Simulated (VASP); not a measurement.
# Zr (P6_3/mmc) in VASP: further runs

Runs on Zr. Level: LDA. Tasks: single point.

All numbers are computed with VASP 6.6.1; they aren't measurements. Logs are shortened: lines on timing, memory, paths and dates and some standing lists are left out, and cuts for length are marked.

### 1 The cell of the first run

Symmetry: P6_3/mmc, No. 194, hexagonal system. The conventional cell has a = 3.221 Å, b = 3.221 Å, c = 5.130 Å, α = 90.00°, β = 90.00°, γ = 120.00°. Within 4.2 Å of Zr (site symmetry -6m2) lie 12 Zr at 3.17 to 3.22 Å.

### 2 Single point, LDA (23.05 Å³/atom)

INCAR

```
SYSTEM = Zr
ALGO     = Normal         ! electronic algorithm
EDIFF    = 1E-7           ! SCF threshold, eV
ENCUT    = 520            ! plane-wave cutoff, eV
ISIF     = 2              ! what is computed and relaxed
ISMEAR   = -1             ! smearing method
LASPH    = .True.         ! aspherical terms in the spheres
LCHARG   = .True.         ! write CHGCAR
LELF     = .True.         ! ELF
LREAL    = .False.        ! projectors in reciprocal space
LVHAR    = .True.       
LWAVE    = .False.        ! write WAVECAR
NBANDS   = 19             ! bands
NELM     = 100            ! most SCF steps
PREC     = Accurate       ! precision mode
SIGMA    = 0.03           ! smearing width, eV
```

KPOINTS

```
k-points
0
Gamma
  13 13 7
  0 0 0
```

POSCAR

```
Zr
1.0
    3.2211887832      0.0000000000      0.0000000000
   -1.6105943915      2.7896313165      0.0000000000
    0.0000000000      0.0000000000      5.1297858246
Zr
2
Direct
    0.3333333333      0.6666666667      0.2500000000
    0.6666666667      0.3333333333      0.7500000000
```

Potentials or basis: VASP PAW LDA potentials, release 64 (Zr_sv).

Launch:

```sh
> cat potpaw_LDA.64/Zr_sv/POTCAR > POTCAR
> mpirun -np 1 vasp_std > vasp.out
```

OUTCAR:

```text
SYSTEM = Zr
   EDIFF = 1E-7
   ENCUT = 520
   ISIF = 2
   ISMEAR = -1
   LASPH = .True.
   LREAL = .False.
   NELM = 100
   PREC = Accurate

 ion  position               nearest neighbor table
   1  0.333  0.667  0.250-   2 3.17   2 3.17   2 3.17   2 3.17   2 3.17   2 3.17
   2  0.667  0.333  0.750-   1 3.17   1 3.17   1 3.17   1 3.17   1 3.17   1 3.17

  LATTYP: Found a hexagonal cell.
 ALAT       =     3.2211887832
 C/A-ratio  =     1.5925132520

  Lattice vectors:

 A1 = (   3.2211887832,   0.0000000000,   0.0000000000)
 A2 = (  -1.6105943915,   2.7896313165,   0.0000000000)
 A3 = (   0.0000000000,   0.0000000000,   5.1297858246)

Analysis of symmetry for initial positions (statically):
=====================================================================
 Subroutine PRICEL returns:
 Original cell was already a primitive cell.

 Routine SETGRP: Setting up the symmetry group for a
 hexagonal supercell.

 Subroutine GETGRP returns: Found 24 space group operations
 (whereof 12 operations were pure point group operations)
 out of a pool of 24 trial point group operations.

The static configuration has the point symmetry D_3d.
 The point group associated with its full space group is D_6h.

Analysis of symmetry for dynamics (positions and initial velocities):
=====================================================================
 Subroutine PRICEL returns:
 Original cell was already a primitive cell.

 Routine SETGRP: Setting up the symmetry group for a
 hexagonal supercell.

 Subroutine GETGRP returns: Found 24 space group operations
 (whereof 12 operations were pure point group operations)
 out of a pool of 24 trial point group operations.

The dynamic configuration has the point symmetry D_3d.
 The point group associated with its full space group is D_6h.

 Subroutine INISYM returns: Found 24 space group operations
 (whereof 12 operations are pure point group operations),
 and found     1 'primitive' translations

----------------------------------------------------------------------------------------

                                     Primitive cell

  volume of cell :      46.0959

  direct lattice vectors                    reciprocal lattice vectors
     3.221188783  0.000000000  0.000000000     0.310444394  0.179235154  0.000000000
    -1.610594392  2.789631316  0.000000000     0.000000000  0.358470309  0.000000000
     0.000000000  0.000000000  5.129785825     0.000000000  0.000000000  0.194939913

  length of vectors
     3.221188783  3.221188783  5.129785825     0.358470309  0.358470309  0.194939913

  position of ions in fractional coordinates (direct lattice)
     0.333333333  0.666666667  0.250000000
     0.666666667  0.333333333  0.750000000

  ion indices of the primitive-cell ions
   primitive index   ion index
                 1           1
                 2           2

----------------------------------------------------------------------------------------

 KPOINTS: k-points

Automatic generation of k-mesh.
 Grid dimensions read from file:
 generate k-points for:   13   13    7

 Generating k-lattice:

  Cartesian coordinates                     Fractional coordinates (reciprocal lattice)
     0.023880338  0.013787320  0.000000000     0.076923077  0.000000000  0.000000000
     0.000000000  0.027574639  0.000000000     0.000000000  0.076923077  0.000000000
     0.000000000  0.000000000  0.027848559     0.000000000  0.000000000  0.142857143

  Length of vectors
     0.027574639  0.027574639  0.027848559

  Shift w.r.t. Gamma in fractional coordinates (k-lattice)
     0.000000000  0.000000000  0.000000000

 Subroutine IBZKPT returns following result:
 ===========================================

 Found     84 irreducible k-points:

 Following reciprocal coordinates:
            Coordinates               Weight
  0.000000  0.000000  0.000000      1.000000
  0.076923  0.000000  0.000000      6.000000
  0.153846  0.000000  0.000000      6.000000
  0.230769 -0.000000  0.000000      6.000000
  0.307692  0.000000  0.000000      6.000000
  0.384615  0.000000  0.000000      6.000000
[... 16 lines left out ...]
  0.076923  0.000000  0.142857     12.000000
  0.153846  0.000000  0.142857     12.000000
 [... further k-points ...]
   k-points           NKPTS =     84   k-points in BZ     NKDIM =     84   number of bands    NBANDS=     19
   number of dos      NEDOS =    301   number of ions     NIONS =      2
   total plane-waves  NPLWV =  23040
   dimension x,y,z NGX =    24 NGY =   24 NGZ =   40
   dimension x,y,z NGXF=    48 NGYF=   48 NGZF=   80
   ions per type =               2
   NGX,Y,Z   is equivalent  to a cutoff of  12.39, 12.39, 12.96 a.u.
   NGXF,Y,Z  is equivalent  to a cutoff of  24.77, 24.77, 25.93 a.u.
 SYSTEM =  Zr
   PREC   = accura    normal or accurate (medium, high low for compatibility)
   ISTART =      0    job   : 0-new  1-cont  2-samecut
   ICHARG =      2    charge: 1-file 2-atom 10-const
   ISPIN  =      1    spin polarized calculation?
   LNONCOLLINEAR =      F non collinear calculations
   LSORBIT =      F    spin-orbit coupling
   LASPH  =      T    aspherical Exc in radial PAW
   ENCUT  =  520.0 eV  38.22 Ry    6.18 a.u.   5.99  5.99  9.54*2*pi/ulx,y,z
   NELM   =    100;   NELMIN=  2; NELMDL= -5     # of ELM steps
   EDIFF  = 0.1E-06   stopping-criterion for ELM
   LREAL  =      F    real-space projection
   EDIFFG = 0.1E-05   stopping-criterion for IOM
   NSW    =      0    number of steps for IOM
   IBRION =     -1    ionic relax: 0-MD 1-quasi-New 2-CG
   NFREE  =      0    steps in history (QN), initial steepest desc. (CG)
   ISIF   =      2    stress and relaxation
   ISYM   =      2    0-nonsym 1-usesym 2-fastsym
   POTIM  = 0.5000    time-step for ionic-motion
   TEBEG  =    0.0;   TEEND  =   0.0 temperature during run
   PSTRESS=    0.0 pullay stress
   NELECT =      24.0000    total number of electrons
   NUPDOWN=      -1.0000    fix difference up-down
   EMIN   =  10.00;   EMAX   =-10.00  energy-range for DOS
   EFERMI =   0.00;   METHOD = LEGACY
   ISMEAR =    -1;   SIGMA  =   0.03  broadening in eV -4-tet -1-fermi 0-gaus
   EFERMI_NEDOS =   21; number of points for ismear=-14 and -15
   IALGO  =     38    algorithm
   IMIX   =      4    mixing-type and parameters
     AMIX     =   0.40;   BMIX     =  1.00
     AMIX_MAG =   1.60;   BMIX_MAG =  1.00
  volume/ion in A,a.u.               =      23.05       155.54
  Fermi-wavevector in a.u.,A,eV,Ry     =   1.317016  2.488800 23.599742  1.734532
  Thomas-Fermi vector in A             =   2.447087
   LORBIT       =      0    0 simple, 1 ext, 2 COOP (PROOUT), +10 PAW based schemes
   GGA     = CA    functional components
   LHFCALC =     F    Hartree Fock is set to
   AEXX    =    0.0000 exact exchange contribution
   IVDW    =     0    specifies the selected vdW correction
   LEPSILON=     F    determine dielectric tensor
   LRPA    =     F    only Hartree local field effects (RPA)
 non-spin polarized calculation
  energy-cutoff  :      520.00
  volume of cell :       46.10
 maximum number of plane-waves:      1263
 NGX is ok and might be reduce to    24
   NGX = 11   NGY = 11   NGZ = 19

 number of electron      24.0000000 magnetization

 Free energy of the ion-electron system (eV)
  ---------------------------------------------------
  ext. energy  EPLUGINS =         0.00000000
  ---------------------------------------------------
  free energy    TOTEN  =       -18.54352338 eV

  energy without entropy =      -18.53595014  energy(sigma->0) =      -18.53973676

 E-fermi :   8.9238     XC(G=0): -11.3407

 val. band max:        8.9237686624   @ k =   0.2308   0.1538   0.4286
 cond. band min:       8.9278229559   @ k =   0.3846   0.1538   0.2857
 fundamental gap:      0.0040542935
 Fermi energy:         8.9238411022

 k-point     1 :       0.0000    0.0000    0.0000
  band No.  band energies     occupation
      1     -39.6363      2.00000
      2     -39.4708      2.00000
      3     -18.3333      2.00000
      4     -17.4192      2.00000
      5     -17.4192      2.00000
      6     -17.2742      2.00000
[... 11 lines left out ...]
     18      11.0112      0.00000
     19      13.3569      0.00000

 k-point     2 :       0.0769    0.0000    0.0000
  band No.  band energies     occupation
      1     -39.6291      2.00000
      2     -39.4678      2.00000
      3     -18.3143      2.00000
      4     -17.4614      2.00000
      5     -17.4331      2.00000
      6     -17.3142      2.00000
[... 11 lines left out ...]
     18      10.8650      0.00000
     19      13.4663      0.00000

 k-point     3 :       0.1538    0.0000    0.0000
  band No.  band energies     occupation
      1     -39.6088      2.00000
      2     -39.4598      2.00000
      3     -18.2595      2.00000
      4     -17.5782      2.00000
      5     -17.4703      2.00000
      6     -17.4328      2.00000
[... 11 lines left out ...]
     18      11.0105      0.00000
     19      13.7020      0.00000

 k-point     4 :       0.2308   -0.0000    0.0000
  band No.  band energies     occupation
      1     -39.5790      2.00000
      2     -39.4496      2.00000
      3     -18.1753      2.00000
      4     -17.7425      2.00000
      5     -17.5932      2.00000
      6     -17.5205      2.00000
[... 11 lines left out ...]
     18      11.6830      0.00000
     19      13.9321      0.00000

 k-point     5 :       0.3077    0.0000    0.0000
  band No.  band energies     occupation
      1     -39.5452      2.00000
      2     -39.4407      2.00000
      3     -18.0725      2.00000
      4     -17.9159      2.00000
      5     -17.7561      2.00000
      6     -17.5717      2.00000
[... 11 lines left out ...]
     18      12.5255      0.00000
     19      14.0983      0.00000
[... 334 lines left out ...]
      2     -39.4454      2.00000
      3     -18.0166      2.00000
      4     -17.8737      2.00000
      5     -17.8185      2.00000
      6     -17.7477      2.00000
[... 11 lines left out ...]
     18      13.6595      0.00000
     19      15.3820      0.00000

 k-point    22 :       0.0000    0.0000    0.1429
  band No.  band energies     occupation
      1     -39.6283      2.00000
      2     -39.4791      2.00000
      3     -18.2842      2.00000
      4     -17.4119      2.00000
      5     -17.4119      2.00000
      6     -17.3305      2.00000
[... 11 lines left out ...]
     18      11.2740      0.00000
     19      13.4062      0.00000

 k-point    23 :       0.0769    0.0000    0.1429
  band No.  band energies     occupation
      1     -39.6213      2.00000
      2     -39.4759      2.00000
      3     -18.2676      2.00000
      4     -17.4530      2.00000
      5     -17.4254      2.00000
      6     -17.3645      2.00000
[... 11 lines left out ...]
     18      11.1871      0.00000
     19      13.4948      0.00000

 k-point    24 :       0.1538    0.0000    0.1429
  band No.  band energies     occupation
      1     -39.6015      2.00000
      2     -39.4673      2.00000
      3     -18.2206      2.00000
      4     -17.5663      2.00000
      5     -17.4744      2.00000
      6     -17.4617      2.00000
[... 11 lines left out ...]
     18      11.1842      0.00000
     19      13.6809      0.00000

 [... further k-points ...]
[... 5 lines left out ...]
  --------------------------------------------------------------------------------------
  -------------------------------------------------------------------------------------
  Total       -1.5723888     -1.5723888     -1.3209344     -0.0000000     -0.0000000      0.0000000
  in kB      -54.6522807    -54.6522807    -45.9123589     -0.0000000     -0.0000000      0.0000000
  external PRESSURE =     -51.7389734 kB  Pullay stress =       0.0000000 kB

 VOLUME and BASIS-vectors are now :
 -----------------------------------------------------------------------------
  energy-cutoff  :      520.00
  volume of cell :       46.10
      direct lattice vectors                 reciprocal lattice vectors
     3.221188783  0.000000000  0.000000000     0.310444394  0.179235154  0.000000000
    -1.610594392  2.789631316  0.000000000     0.000000000  0.358470309  0.000000000
     0.000000000  0.000000000  5.129785825     0.000000000  0.000000000  0.194939913

 POSITION                                       TOTAL-FORCE (eV/Angst)
 -----------------------------------------------------------------------------------
     -0.00000      1.85975      1.28245         0.000000     -0.000000      0.000000
      1.61059      0.92988      3.84734        -0.000000      0.000000      0.000000
 -----------------------------------------------------------------------------------
    total drift:                                0.000000     -0.000000      0.000000

  FREE ENERGIE OF THE ION-ELECTRON SYSTEM (eV)
  ---------------------------------------------------
  free  energy   TOTEN  =       -18.5435233840 eV

  energy  without entropy=      -18.5359501412  energy(sigma->0) =      -18.53973676
```

It took 21 s on 1 thread of Intel Xeon 6975P-C (Granite Rapids), shared host; peak memory 0.18 GiB.

Results:

```
Free energy            : -18.5435 eV
Pressure               : -5.2 GPa
Band gap on the k mesh : zero (bands 12 and 13 overlap by 1.13 eV)
```

Caveat: the cell stands under tension.

### 3 Single point, LDA

This run uses another cell than the first one, of 23.28 Å³/atom.

INCAR

```
SYSTEM = Zr
  PREC = Accurate
  ENCUT = 520
  EDIFF = 1E-6
  ISMEAR = -1
  SIGMA = 0.03
  LREAL = .False.
  LASPH = .True.
  NELM = 60
  ALGO = Normal
  ISIF = 2
  LWAVE = .False.
  LCHARG = .False.
  NBANDS = 19
```

KPOINTS

```
Automatic mesh
0
Gamma
  13 13 7
  0 0 0
```

POSCAR

```
Zr
1.0
    3.2319982225      0.0000000000      0.0000000000
   -1.6159991112      2.7989925656      0.0000000000
    0.0000000000      0.0000000000      5.1470000000
Zr
2
Direct
    0.3333333333      0.6666666667      0.2500000000
    0.6666666667      0.3333333333      0.7500000000
```

Potentials or basis: VASP PAW LDA potentials, release 64 (Zr_sv).

Launch:

```sh
> cat potpaw_LDA.64/Zr_sv/POTCAR > POTCAR
> mpirun -np 1 vasp_std > vasp.out
```

It took 23 s on 1 thread of Intel Xeon 6975P-C (Granite Rapids), shared host; peak memory 0.18 GiB.

Results (log left out):

- Free energy: -18.5274 eV
- Pressure: -6.0 GPa
- Band gap on the k mesh: zero (bands 12 and 13 overlap by 1.11 eV)

Stress tensor (GPa, compression positive):
```
-6.30  0.00  0.00
 0.00 -6.30  0.00
 0.00  0.00 -5.48
```

Levels at points of the mesh, in eV from the Fermi level:
```
           k point  band 9  band 10  band 11  band 12  band 13  band 14  band 15  band 16
(0.00, 0.00, 0.00)   -5.65    -3.06     0.81     0.81     0.96     1.24     1.50     1.50
```

Caveat: the cell stands under tension.

### 4 Single point, LDA (23.51 Å³/atom)

This run uses another cell than the first one, of 23.51 Å³/atom.

INCAR

```
ALGO = Normal
EDIFF = 1E-6
ENCUT = 520
GGA = CA
ISIF = 2
ISMEAR = -1
LASPH = True
LCHARG = True
LELF = True
LREAL = False
LVHAR = True
LWAVE = False
NBANDS = 19
NELM = 100
PREC = Accurate
SIGMA = 0.03
```

KPOINTS

```
k-points
0
Gamma
  13 13 7
```

POSCAR

```
Zr
1.0
    3.2427358370      0.0000000000      0.0000000000
   -1.6213679184      2.8082916125      0.0000000000
    0.0000000000      0.0000000000      5.1640997934
Zr
2
Direct
    0.3333333333      0.6666666667      0.2500000000
    0.6666666667      0.3333333333      0.7500000000
```

Launch:

```sh
> cat potpaw_LDA.64/Zr_sv/POTCAR > POTCAR
> mpirun -np 1 vasp_std > vasp.out
```

Run time: 23 s. Hardware: 1 thread of Intel Xeon 6975P-C (Granite Rapids), shared host; peak memory 0.17 GiB.

Results (log left out):

```
Free energy            : -18.5089 eV
Pressure               : -6.8 GPa
Band gap on the k mesh : zero (bands 12 and 13 overlap by 1.09 eV)
```

Stress tensor (GPa, compression positive):
```
-7.10  0.00  0.00
 0.00 -7.10  0.00
 0.00  0.00 -6.33
```

Levels at points of the mesh, in eV from the Fermi level:
| k point | band 10 | band 11 | band 12 | band 13 | band 14 | band 15 |
| --- | --- | --- | --- | --- | --- | --- |
| (0.00, 0.00, 0.00) | -3.03 | 0.81 | 0.81 | 0.96 | 1.20 | 1.49 |

Caveat: the cell stands under tension.

### 5 The runs side by side

```tsv
cell	gap on the mesh (eV)	pressure (GPa)
a = 3.221, b = 3.221, c = 5.130 Å, angles 90.0, 90.0, 120.0°, 2 atoms	none	-5.2
a = 3.232, b = 3.232, c = 5.147 Å, angles 90.0, 90.0, 120.0°, 2 atoms	none	-6.0
a = 3.243, b = 3.243, c = 5.164 Å, angles 90.0, 90.0, 120.0°, 2 atoms	none	-6.8
```

Alike in all rows: task single point; level LDA; potentials or basis VASP PAW LDA potentials, release 64 (Zr_sv); no spin polarisation; k mesh 13 × 13 × 7; cutoff (eV) 520; smearing fermi-dirac 0.03 eV.

Caveats: the cell stands under tension.

Total energies depend on the potentials used, so only differences within one code and one set of settings carry meaning.
